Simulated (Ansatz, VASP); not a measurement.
Be3Cd2S: VASP beside Ansatz

Contents of INCAR:

```
PREC = Accurate ; ENCUT = 600
EDIFF = 1E-6 ; ISMEAR = 0
SIGMA = 0.1 ; LREAL = F
LASPH = T ; NELM = 60
ALGO = Normal ; ISIF = 3
LWAVE = F ; LCHARG = F
GGA = PE ; IBRION = 2
NSW = 100 ; EDIFFG = -0.01
```

Contents of KPOINTS:

```
Automatic mesh
0
Gamma
  12 12 4
```

Contents of POSCAR:

```
Be3Cd2S
1.0
    3.6634535845      0.0000000000      0.0000000000
   -1.8317267922      3.1726438698      0.0000000000
    0.0000000000      0.0000000000      8.9781454854
Be Cd S
3 2 1
Direct
    0.6666666667      0.3333333333      0.5000000000
    0.0000000000      0.0000000000      0.0000000000
    0.0000000000      0.0000000000      0.5000000000
    0.3333333333      0.6666666667      0.3303215742
    0.3333333333      0.6666666667      0.6696784258
    0.6666666667      0.3333333333      0.0000000000
```

Input for Ansatz:

```yaml
crystal:
  lattice:
    - [3.6634535845, 0.0, 0.0]
    - [-1.8317267922, 3.1726438698, 0.0]
    - [0.0, 0.0, 8.9781454854]
  atoms:
    - { symbol: Be, position: [0.6666666667, 0.3333333333, 0.5] }
    - { symbol: Be, position: [0.0, 0.0, 0.0] }
    - { symbol: Be, position: [0.0, 0.0, 0.5] }
    - { symbol: Cd, position: [0.3333333333, 0.6666666667, 0.3303215742] }
    - { symbol: Cd, position: [0.3333333333, 0.6666666667, 0.6696784258] }
    - { symbol: S, position: [0.6666666667, 0.3333333333, 0.0] }
basis:
  ecutwfc: 420
kpoints:
  mp_grid: { grid: [12, 12, 4] }
hamiltonian:
  xc: pbe
scf:
  occupations: { method: gaussian, width: 0.1 }
output:
  forces: true
  stress: true
  eigenvalues: true
  write_density: true
  write_potential: true
  elf: true
  volumetric_format: npy
relax:
  adjacent_minimum: "off"
  f_tol: 0.01
  max_steps: 80
  cell: { stress_tol: 0.05 }
```

Change from the starting cell: species swapped into the Sr2Al3Ge type (P-6m2, No. 187).

Alike in both runs: task relaxation of cell and atoms; functional PBE; k mesh 12 × 12 × 4; occupations gaussian, width 0.1 eV; no spin polarisation.

```csv
,VASP,Ansatz
version,VASP 6.6.1,Ansatz 0.2.0
potentials or method,"VASP PAW PBE potentials, release 64 (Be, Cd, S), cutoff 600 eV","scalar-relativistic, plane waves, PAW"
valence electrons in the cell,36,52
```

```tsv
	VASP	Ansatz	Ansatz less VASP
gap on the k mesh at the Fermi level, each at its own relaxed structure (eV)	none	none	-
relaxed volume (Å³/atom)	20.45	21.02	+0.579
relaxed length of the cell vector where the two differ most in proportion (Å)	10.874	11.192	+0.3181
```

A gap of «none» marks a metal or a gap that the smearing closes. VASP's potentials hold 36 valence electrons a cell and Ansatz's 52, so a difference there can come from the potentials and not from the codes.

Noted on VASP's run: the volume moved by over 15 % at a fixed basis, so the end points are rough.
